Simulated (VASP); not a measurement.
Input of a VASP 6.6.1 run:

File INCAR:

```
SYSTEM = Tb3YPb
PREC = Accurate ; ENCUT = 500
EDIFF = 1E-6 ; ISMEAR = 0
SIGMA = 0.1 ; LREAL = .False.
LASPH = .True. ; NELM = 200
ALGO = Normal ; ISIF = 2
LWAVE = .False. ; LCHARG = .False.
GGA = PE ; NBANDS = 34
GGA_COMPAT = .False. ; LMAXMIX = 6
```

Contents of KPOINTS:

```
regular mesh
0
Gamma
  8 8 4
  0 0 0
```

File POSCAR:

```
Tb3YPb
1.0
    4.4357015108      0.0000000000      0.0000000000
    0.0000000000      4.4357015108      0.0000000000
    0.0000000000      0.0000000000      8.1285283670
Tb Y Pb
3 1 1
Direct
    0.0000000000      0.5000000000      0.6733443226
    0.0000000000      0.0000000000      0.3330880770
    0.5000000000      0.0000000000      0.6733443226
    0.5000000000      0.5000000000      0.0920319828
    0.0000000000      0.0000000000      0.9644702551
```

Potentials or basis: VASP PAW PBE potentials, release 64 (Tb_3, Y_sv, Pb_d), 4f in core.

Command:

```bash
$ cat potpaw_PBE.64/Tb_3/POTCAR potpaw_PBE.64/Y_sv/POTCAR potpaw_PBE.64/Pb_d/POTCAR > POTCAR
$ mpirun -np 1 vasp_std > vasp.out
```

Task: What does it give for the largest force?

Result: 0.023 eV/Å.

Task: What does it give for the band gap on the k mesh?

Result: Zero (bands 26 and 27 overlap by 0.55 eV).

Task: Estimate the pressure.

Result: 1.1 GPa.

Forces on the atoms (eV/Å):
```
Tb   0.000  0.000  0.004
Tb   0.000  0.000 -0.023
Tb   0.000  0.000  0.004
Y    0.000  0.000 -0.006
Pb   0.000  0.000  0.021
```

Caveat: spin-orbit coupling is left out, which moves the levels of the heavy elements; the 4f electrons are frozen in the core, so they carry no moment and show no levels. Spin polarisation is off, so any magnetic state and its effect on volume and gap are missing.
